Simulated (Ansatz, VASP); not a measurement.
Two plane-wave programs on GaP

INCAR

```
PREC = Accurate
ENCUT = 500
EDIFF = 1E-6
ISMEAR = 0
SIGMA = 0.02
LREAL = F
LASPH = T
NELM = 120
ALGO = Normal
ISIF = 2
LWAVE = F
LCHARG = T
GGA = PE
LELF = T
LVHAR = T
NBANDS = 16
GGA_COMPAT = F
```

The input KPOINTS:

```
regular mesh
0
Gamma
  8 8 8
```

Contents of POSCAR:

```
GaP
1.0
    0.0000000000      2.8332150490      2.8332150490
    2.8332150490      0.0000000000      2.8332150490
    2.8332150490      2.8332150490      0.0000000000
Ga P
1 1
Direct
    0.0000000000      0.0000000000      0.0000000000
    0.2500000000      0.2500000000      0.2500000000
```

Input for Ansatz:

```yaml
crystal:
  lattice:
    - [0.0, 2.833215049, 2.833215049]
    - [2.833215049, 0.0, 2.833215049]
    - [2.833215049, 2.833215049, 0.0]
  atoms:
    - { symbol: Ga, position: [0.0, 0.0, 0.0] }
    - { symbol: P, position: [0.25, 0.25, 0.25] }
basis:
  ecutwfc: 600.0
kpoints:
  mp_grid: { grid: [8, 8, 8] }
hamiltonian:
  xc: pbe
scf:
  occupations: { method: gaussian, width: 0.02 }
output:
  forces: true
  stress: true
  eigenvalues: true
```

Alike in both runs: task single point; functional PBE; k mesh 8 × 8 × 8; occupations gaussian, width 0.02 eV; no spin polarisation.

|  | VASP | Ansatz |
| --- | --- | --- |
| version | VASP 6.6.1 | Ansatz 0.2.0 |
| potentials or method | VASP PAW PBE potentials, release 64 (Ga_d, P), cutoff 500 eV | scalar-relativistic, plane waves, PAW |
| valence electrons in the cell | 18 | 18 |

|  | VASP | Ansatz | Ansatz less VASP |
| --- | --- | --- | --- |
| gap on the k mesh at the Fermi level (eV) | 0.89 | 0.89 | +0.005 |
| least direct gap on the mesh (eV) | 0.89 | 0.89 | +0.005 |
| pressure (GPa) | -5.5 | -5.4 | +0.04 |

With one functional, cell and mesh, what is left measures potentials, basis and numerics.
